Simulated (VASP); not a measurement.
**Zn: electric field gradients with PBE**

Zn:

```xyz
2
Lattice="2.6999 0.0000 0.0000 -1.3499 2.3382 0.0000 0.0000 0.0000 5.0118" Properties=species:S:1:pos:R:3 pbc="T T T"
Zn    0.0000    1.5588    1.2529
Zn    1.3499    0.7794    3.7588
```

```yaml
Program: VASP 6.6.1
Task: electric field gradients
Functional: PBE
Potentials_or_basis: VASP PAW PBE potentials, release 64 (Zn)
Cutoff: 520 eV
k_mesh: 18 × 18 × 8
Occupations: fermi-dirac, width 0.03 eV
Spin: no spin polarisation
Dipole_correction: no
Further_INCAR_settings: ALGO = Normal; EDIFF = 1e-08; NBANDS = 19
```

```json
{
  "Pressure": "-2.6 GPa",
  "Band gap on the k mesh": "zero (bands 12 and 13 overlap by 4.66 eV)",
  "Largest electric field gradient by atom": "Zn +32.7 V/Å²"
}
```

Stress tensor (GPa, compression positive):
```
-3.16  0.00  0.00
 0.00 -3.16  0.00
 0.00  0.00 -1.40
```

Levels at points of the mesh, in eV from the Fermi level:
| k point | band 9 | band 10 | band 11 | band 12 | band 13 | band 14 | band 15 | band 16 |
| --- | --- | --- | --- | --- | --- | --- | --- | --- |
| (0.00, 0.00, 0.00) | -7.38 | -7.18 | -7.18 | -3.58 | -3.21 | 13.12 | 16.71 | 16.77 |
| (0.50, 0.00, 0.00) | -7.02 | -7.00 | -2.86 | -2.29 | 2.38 | 3.36 | 3.70 | 5.47 |
| (0.00, 0.00, 0.50) | -7.26 | -7.26 | -7.26 | -7.26 | 4.33 | 4.33 | 18.00 | 18.00 |
| (0.50, 0.00, 0.50) | -7.01 | -7.01 | -1.89 | -1.89 | -0.12 | -0.12 | 9.73 | 9.73 |

Electric field gradients, principal values (V/Å²):
```
atom    least   middle  greatest (by size)
1 Zn  -16.332  -16.349              32.681
2 Zn  -16.332  -16.349              32.681
```

Run time: 66 s on 1 thread of Intel(R) Xeon(R) Platinum 8488C (Sapphire Rapids), with other jobs on the host, peak memory 0.21 GiB.

Caveat: without QUAD_EFG the Cq values of the log hold for a quadrupole moment of 1 mb, not for the nuclei.
